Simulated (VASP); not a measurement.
Write the native input for VASP 6.6.1 that does the following.

* Task: single point
* Functional: PBE
* Potentials or basis: VASP PAW PBE potentials, release 64 (Ni, O)
* Cutoff: 520 eV
* k mesh: 11 × 11 × 11
* Occupations: gaussian, width 0.02 eV
* Spin: collinear spin, ferromagnetic start
* Starting moments: [1.0, 0.0] μB
* Dipole correction: no
* Further INCAR settings: ALGO = Normal; EDIFF = 1e-06; NBANDS = 19

The structure of NiO lies in POSCAR:

```
NiO
1.0
    0.0000000000      2.0859016414      2.0859016414
    2.0859016414      0.0000000000      2.0859016414
    2.0859016414      2.0859016414      0.0000000000
Ni O
1 1
Direct
    0.0000000000      0.0000000000      0.0000000000
    0.5000000000      0.5000000000      0.5000000000
```

These files were run (other wordings do the same):

INCAR

```
PREC = Accurate
ENCUT = 520
EDIFF = 1E-6
ISMEAR = 0
SIGMA = 0.02
LREAL = False
LASPH = True
NELM = 150
ALGO = Normal
ISIF = 2
LWAVE = False
LCHARG = True
ISPIN = 2
MAGMOM = 1 0
LORBIT = 11
LMAXMIX = 4
GGA = PE
LELF = True
LVHAR = True
NBANDS = 19
```

KPOINTS

```
Automatic mesh
0
Gamma
  11 11 11
```

Potentials or basis: VASP PAW PBE potentials, release 64 (Ni, O).

Run with:

```sh
$ cat potpaw_PBE.64/Ni/POTCAR potpaw_PBE.64/O/POTCAR > POTCAR
$ mpirun -np 1 vasp_std > vasp.out
```

It gave:

```json
{
  "Pressure": "6.1 GPa",
  "Net moment": "1.78 μB per cell",
  "Site moments": "Ni +1.46; O +0.27 μB",
  "Valence electrons inside the program's atomic spheres": "Ni 8.99; O 4.98"
}
```

Caveat: the cell stands under pressure; a cell with one magnetic atom can't hold antiferromagnetic order, which such compounds often take.

Wall time 20 s on 1 thread of Intel(R) Xeon(R) 6975P-C (Granite Rapids), with other jobs on the host, peak memory 0.17 GiB.
